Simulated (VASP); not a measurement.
Set up this calculation in VASP 6.6.1, as the native input.

```yaml
Task: single point
Functional: PBE
Potentials_or_basis: VASP PAW PBE potentials, release 64 (Ta_pv)
Cutoff: 520 eV
k_mesh: 21 × 21 × 21
Occupations: fermi-dirac, width 0.05 eV
Spin: no spin polarisation
Dipole_correction: no
Further_INCAR_settings: ALGO = Normal; EDIFF = 1e-07; NBANDS = 12
```

The structure of Ta lies in POSCAR:

```
Ta
1.0
   -1.6512800000      1.6512800000      1.6512800000
    1.6512800000     -1.6512800000      1.6512800000
    1.6512800000      1.6512800000     -1.6512800000
Ta
1
Direct
    0.0000000000      0.0000000000      0.0000000000
```

These files were run (other wordings do the same):

INCAR

```
SYSTEM = Ta
PREC     = Accurate       ! precision mode
ENCUT    = 520            ! plane-wave cutoff, eV
EDIFF    = 1E-7           ! SCF threshold, eV
ISMEAR   = -1             ! smearing method
SIGMA    = 0.05           ! smearing width, eV
LREAL    = .False.        ! projectors in reciprocal space
LASPH    = .True.         ! aspherical terms in the spheres
NELM     = 80             ! most SCF steps
ALGO     = Normal         ! electronic algorithm
ISIF     = 2              ! what is computed and relaxed
LWAVE    = .False.        ! write WAVECAR
LCHARG   = .False.        ! write CHGCAR
GGA      = PE             ! functional
NBANDS   = 12             ! bands
```

KPOINTS

```
regular mesh
0
Gamma
  21 21 21
  0 0 0
```

Potentials or basis: VASP PAW PBE potentials, release 64 (Ta_pv).

Run with:

```sh
$ cat potpaw_PBE.64/Ta_pv/POTCAR > POTCAR
$ mpirun -np 1 vasp_std > vasp.out
```

Results of the run:

```
Pressure : 3.1 GPa
```

Wall time 48 s on 1 thread of Intel Xeon 8259CL, on a shared host, peak memory 0.18 GiB.
